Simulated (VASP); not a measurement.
Set up this calculation in VASP 6.6.1, as the native input.

| Item | Value |
| --- | --- |
| Task | single point |
| Functional | PBE |
| Potentials or basis | VASP PAW PBE potentials, release 64 (Zn, Cd, S) |
| Cutoff | 520 eV |
| k mesh | 12 × 12 × 2 |
| Occupations | gaussian, width 0.02 eV |
| Spin | no spin polarisation |
| Dipole correction | no |
| Further INCAR settings | ALGO = Normal; EDIFF = 1e-06; NBANDS = 66 |

The structure of Zn5CdS6 lies in POSCAR:

```
Zn5CdS6
1.0
    3.8936491881      0.0000000000      0.0000000000
   -1.9468245940      3.3719991103      0.0000000000
    0.0000000000      0.0000000000     19.2771702000
Zn Cd S
5 1 6
Direct
    0.3333333333      0.6666666667      0.9958810000
    0.3333333333      0.6666666667      0.6710020000
    0.6666666667      0.3333333333      0.1579410000
    0.6666666667      0.3333333333      0.5086140000
    0.6666666667      0.3333333333      0.8334320000
    0.3333333333      0.6666666667      0.3362050000
    0.3333333333      0.6666666667      0.1183150000
    0.3333333333      0.6666666667      0.4684690000
    0.3333333333      0.6666666667      0.7934350000
    0.6666666667      0.3333333333      0.2798170000
    0.6666666667      0.3333333333      0.6310330000
    0.6666666667      0.3333333333      0.9558570000
```

The input as run:

INCAR

```
  PREC = Accurate
  ENCUT = 520
  EDIFF = 1E-6
  ISMEAR = 0
  SIGMA = 0.02
  LREAL = False
  LASPH = True
  NELM = 100
  ALGO = Normal
  ISIF = 2
  LWAVE = False
  LCHARG = True
  GGA = PE
  LELF = True
  LVHAR = True
  NBANDS = 66
```

KPOINTS

```
regular mesh
0
Gamma
  12 12 2
```

Potentials or basis: VASP PAW PBE potentials, release 64 (Zn, Cd, S).

The run is started by

```bash
$ cat potpaw_PBE.64/Zn/POTCAR potpaw_PBE.64/Cd/POTCAR potpaw_PBE.64/S/POTCAR > POTCAR
$ mpirun -np 1 vasp_std > vasp.out
```

Results of the run:

The pressure is 0.2 GPa, the largest force is 0.029 eV/Å and the band gap on the k mesh is 1.58 eV.

It took 17 min on 1 thread of Oxide Virtual Turin-like Processor (shared host), peak memory 0.64 GiB.
